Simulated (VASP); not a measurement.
# Bi2Se3 (R-3m) in VASP: further runs

Runs on Bi2Se3. Level: PBE. Tasks: single point.

Everything below comes from runs of VASP 6.6.1. Logs are shortened: lines on timing, memory, paths and dates and some standing lists are left out, and cuts for length are marked.

## 1. The cell of the first run

The structure is trigonal, space group R-3m (No. 166). Conventional cell: a = 4.143 Å, b = 4.143 Å, c = 28.636 Å, α = 90.00°, β = 90.00°, γ = 120.00°. Within 3.8 Å of Bi (site symmetry 3m) lie 6 Se at 2.85 to 3.07 Å. Within 4.3 Å of Se (site symmetry -3m) lie 6 Bi at 3.07 Å and 12 Se at 4.14 to 4.23 Å. Se (site symmetry 3m) has 3 Bi at 2.85 Å and 3 Se at 3.52 Å within 3.8 Å.

## 2. Single point, PBE

The input, INCAR:

```
SYSTEM = Bi2Se3
PREC = Accurate
ENCUT = 500
EDIFF = 1E-6
ISMEAR = 0
SIGMA = 0.01
LREAL = .FALSE.
LASPH = .TRUE.
NELM = 120
ALGO = Normal
ISIF = 2
LWAVE = .FALSE.
LCHARG = .TRUE.
GGA = PE
LELF = .TRUE.
LVHAR = .TRUE.
NBANDS = 32
GGA_COMPAT = .FALSE.
```

The input, KPOINTS:

```
Automatic mesh
0
G
  6 6 6
  0 0 0
```

The input, POSCAR:

```
Bi2Se3
1.0
    2.0715000000      1.1959810826      9.5453333333
   -2.0715000000      1.1959810826      9.5453333333
    0.0000000000     -2.3919621653      9.5453333333
Bi Se
2 3
Direct
    0.4007966667      0.4007966667      0.4007966667
    0.5992033333      0.5992033333      0.5992033333
    0.0000000000      0.0000000000      0.0000000000
    0.2117033333      0.2117033333      0.2117033333
    0.7882966667      0.7882966667      0.7882966667
```

Potentials or basis: VASP PAW PBE potentials, release 64 (Bi_d, Se).

Launch:

```
> cat potpaw_PBE.64/Bi_d/POTCAR potpaw_PBE.64/Se/POTCAR > POTCAR
> mpirun -np 1 vasp_std > vasp.out
```

OUTCAR:

```text
SYSTEM = Bi2Se3
   PREC = Accurate
   ENCUT = 500
   EDIFF = 1E-6
   ISMEAR = 0
   LREAL = .FALSE.
   LASPH = .TRUE.
   NELM = 120
   ISIF = 2
   GGA = PE

 ion  position               nearest neighbor table
   1  0.401  0.401  0.401-   5 2.85   5 2.85   5 2.85   3 3.07   3 3.07   3 3.07
   2  0.599  0.599  0.599-   4 2.85   4 2.85   4 2.85   3 3.07   3 3.07   3 3.07
   3  0.000  0.000  0.000-   2 3.07   2 3.07   1 3.07   1 3.07   2 3.07   1 3.07
   4  0.212  0.212  0.212-   2 2.85   2 2.85   2 2.85
   5  0.788  0.788  0.788-   1 2.85   1 2.85   1 2.85

  LATTYP: Found a trigonal (rhomboedric) cell.
 ALAT       =     9.8404710987
 COS(alpha) =     0.9113725833

  Lattice vectors:

 A1 = (   2.0715000000,   1.1959810826,   9.5453333333)
 A2 = (  -2.0715000000,   1.1959810826,   9.5453333333)
 A3 = (   0.0000000000,  -2.3919621653,   9.5453333333)

Analysis of symmetry for initial positions (statically):
=====================================================================
 Subroutine PRICEL returns:
 Original cell was already a primitive cell.

 Routine SETGRP: Setting up the symmetry group for a
 trigonal (rhombohedral) supercell.

 Subroutine GETGRP returns: Found 12 space group operations
 (whereof 12 operations were pure point group operations)
 out of a pool of 12 trial point group operations.

The static configuration has the point symmetry D_3d.

Analysis of symmetry for dynamics (positions and initial velocities):
=====================================================================
 Subroutine PRICEL returns:
 Original cell was already a primitive cell.

 Routine SETGRP: Setting up the symmetry group for a
 trigonal (rhombohedral) supercell.

 Subroutine GETGRP returns: Found 12 space group operations
 (whereof 12 operations were pure point group operations)
 out of a pool of 12 trial point group operations.

The dynamic configuration has the point symmetry D_3d.

 Subroutine INISYM returns: Found 12 space group operations
 (whereof 12 operations are pure point group operations),
 and found     1 'primitive' translations

----------------------------------------------------------------------------------------

                                     Primitive cell

  volume of cell :     141.8899

  direct lattice vectors                    reciprocal lattice vectors
     2.071500000  1.195981083  9.545333333     0.241370987  0.139355604  0.034921078
[... 85 lines left out ...]
   ICHARG =      2    charge: 1-file 2-atom 10-const
   ISPIN  =      1    spin polarized calculation?
   LNONCOLLINEAR =      F non collinear calculations
   LSORBIT =      F    spin-orbit coupling
   LASPH  =      T    aspherical Exc in radial PAW
   ENCUT  =  500.0 eV  36.75 Ry    6.06 a.u.  17.94 17.94 17.94*2*pi/ulx,y,z
   NELM   =    120;   NELMIN=  2; NELMDL= -5     # of ELM steps
   EDIFF  = 0.1E-05   stopping-criterion for ELM
   LREAL  =      F    real-space projection
[... 7 lines left out ...]
   TEBEG  =    0.0;   TEEND  =   0.0 temperature during run
   PSTRESS=    0.0 pullay stress
   NELECT =      48.0000    total number of electrons
   NUPDOWN=      -1.0000    fix difference up-down
   EMIN   =  10.00;   EMAX   =-10.00  energy-range for DOS
   EFERMI =   0.00;   METHOD = LEGACY
   ISMEAR =     0;   SIGMA  =   0.01  broadening in eV -4-tet -1-fermi 0-gaus
   EFERMI_NEDOS =   21; number of points for ismear=-14 and -15
   IALGO  =     38    algorithm
   IMIX   =      4    mixing-type and parameters
     AMIX     =   0.40;   BMIX     =  1.00
     AMIX_MAG =   1.60;   BMIX_MAG =  1.00
  volume/ion in A,a.u.               =      28.38       191.50
  Fermi-wavevector in a.u.,A,eV,Ry     =   1.140700  2.155610 17.703848  1.301196
  Thomas-Fermi vector in A             =   2.277401
   LORBIT       =      0    0 simple, 1 ext, 2 COOP (PROOUT), +10 PAW based schemes
   GGA     = PE    functional components
   LHFCALC =     F    Hartree Fock is set to
   AEXX    =    0.0000 exact exchange contribution
   IVDW    =     0    specifies the selected vdW correction
   LEPSILON=     F    determine dielectric tensor
   LRPA    =     F    only Hartree local field effects (RPA)
 non-spin polarized calculation
 Gauss-broadening in eV      SIGMA  =   0.01
  energy-cutoff  :      500.00
  volume of cell :      141.89
 maximum number of plane-waves:      3629
   NGX = 35   NGY = 35   NGZ = 35

 number of electron      48.0000004 magnetization

 Free energy of the ion-electron system (eV)
  ---------------------------------------------------
  ext. energy  EPLUGINS =         0.00000000
  ---------------------------------------------------
  free energy    TOTEN  =       -20.15630692 eV

  energy without entropy =      -20.15630692  energy(sigma->0) =      -20.15630692

 E-fermi :   5.0844     XC(G=0):  -9.4972

 val. band max:        4.9661157712   @ k =   0.0000   0.0000   0.0000
 cond. band min:       5.1845141139   @ k =   0.0000   0.0000   0.0000
 fundamental gap:      0.2183983427
 Fermi energy:         5.0844200687

 k-point     1 :       0.0000    0.0000    0.0000
  band No.  band energies     occupation
      1     -18.1614      2.00000
      2     -18.1614      2.00000
      3     -18.1596      2.00000
      4     -18.1596      2.00000
      5     -18.1530      2.00000
      6     -18.1505      2.00000
[... 829 lines left out ...]
     31       9.9030      0.00000
     32      11.4621      0.00000

 [... further k-points ...]

------------------------ aborting loop because EDIFF is reached ----------------------------------------

  FORCE on cell =-STRESS in cart. coord.  units (eV):
  Direction    XX          YY          ZZ          XY          YZ          ZX
  --------------------------------------------------------------------------------------
  -------------------------------------------------------------------------------------
  Total        2.2462260      2.2462260      2.2904597      0.0000000     -0.0000000      0.0000000
  in kB       25.3636901     25.3636901     25.8631636      0.0000000     -0.0000000      0.0000000
  external PRESSURE =      25.5301812 kB  Pullay stress =       0.0000000 kB

 VOLUME and BASIS-vectors are now :
 -----------------------------------------------------------------------------
  energy-cutoff  :      500.00
  volume of cell :      141.89
      direct lattice vectors                 reciprocal lattice vectors
     2.071500000  1.195981083  9.545333333     0.241370987  0.139355604  0.034921078
    -2.071500000  1.195981083  9.545333333    -0.241370987  0.139355604  0.034921078
     0.000000000 -2.391962165  9.545333333     0.000000000 -0.278711209  0.034921078

 POSITION                                       TOTAL-FORCE (eV/Angst)
 -----------------------------------------------------------------------------------
      0.00000     -0.00000     11.47721         0.000000      0.000000     -0.191449
      0.00000     -0.00000     17.15879         0.000000     -0.000000      0.191449
      0.00000      0.00000      0.00000         0.000000      0.000000      0.000000
      0.00000     -0.00000      6.06234         0.000000      0.000000     -0.188396
      0.00000     -0.00000     22.57366         0.000000     -0.000000      0.188396
 -----------------------------------------------------------------------------------
    total drift:                               -0.000000      0.000000      0.000000

  FREE ENERGIE OF THE ION-ELECTRON SYSTEM (eV)
  ---------------------------------------------------
  free  energy   TOTEN  =       -20.1563069168 eV

  energy  without entropy=      -20.1563069168  energy(sigma->0) =      -20.15630692
```

stdout:

```text
POSCAR found type information on POSCAR BiSe
 POSCAR found :  2 types and       5 ions
 scaLAPACK will be used
 LDA part: xc-table for (Slater+PW92), standard interpolation
 POSCAR, INCAR and KPOINTS ok, starting setup
 FFT: planning ... GRIDC
 FFT: planning ... GRID_SOFT
 FFT: planning ... GRID
 WAVECAR not read
 entering main loop
```

It took 9.9 min on 1 thread of Intel Xeon Platinum 8259CL at 2.50GHz (Skylake/Cascade Lake), shared host; peak memory 0.74 GiB.

Results:

```
Free energy            : -20.1563 eV
Pressure               : 2.6 GPa
Largest force          : 0.191 eV/Å
Band gap on the k mesh : 0.22 eV
```

Forces in eV/Å, atoms in the order of the input:
```
Bi   0.000  0.000 -0.191
Bi   0.000  0.000  0.191
Se   0.000  0.000  0.000
Se   0.000  0.000 -0.188
Se   0.000  0.000  0.188
```

Caveat: spin-orbit coupling is left out, which moves the levels of the heavy elements. A k mesh can miss the band edges.

## 3. Single point, PBE, non-collinear spin, zero start, spin-orbit coupling

The input, INCAR:

```
SYSTEM = Bi2Se3
PREC = Accurate
ENCUT = 500
EDIFF = 1E-6
ISMEAR = 0
SIGMA = 0.01
LREAL = .False.
LASPH = .True.
NELM = 200
ALGO = Normal
ISIF = 2
LWAVE = .False.
LCHARG = .True.
MAGMOM = 0 0 0 0 0 0 0 0 0 0 0 0 0 0 0
LORBIT = 11
LSORBIT = .True.
GGA_COMPAT = .False.
LORBMOM = .True.
GGA = PE
LVHAR = .True.
NBANDS = 63
```

The input, KPOINTS:

```
Automatic mesh
0
Gamma
  6 6 6
  0 0 0
```

POSCAR is that of step 2.

Potentials or basis: VASP PAW PBE potentials, release 64 (Bi_d, Se).

Launch:

```
> cat potpaw_PBE.64/Bi_d/POTCAR potpaw_PBE.64/Se/POTCAR > POTCAR
> mpirun -np 1 vasp_ncl > vasp.out
```

Wall time 38 min (1 thread of Intel Xeon 6975P-C (Granite Rapids), shared host); peak memory 2.1 GiB.

It converged, with:

| Quantity | Value |
| --- | --- |
| Free energy | -21.4908 eV |
| Pressure | 2.9 GPa |
| Largest force | 0.312 eV/Å |
| Net moment | 0.00 μB per cell |
| Valence electrons inside the program's atomic spheres | Bi 12.66; Se 3.81, 3.78 (each value once) |

Forces on the atoms (eV/Å):
```
Bi   0.000  0.000 -0.248
Bi   0.000  0.000  0.248
Se   0.000  0.000  0.000
Se   0.000  0.000 -0.312
Se   0.000  0.000  0.312
```

Moments on the atoms (μB; x, y, z):
```
Bi  0.00 0.00 0.00
Bi  0.00 0.00 0.00
Se  0.00 0.00 0.00
Se  0.00 0.00 0.00
Se  0.00 0.00 0.00
```
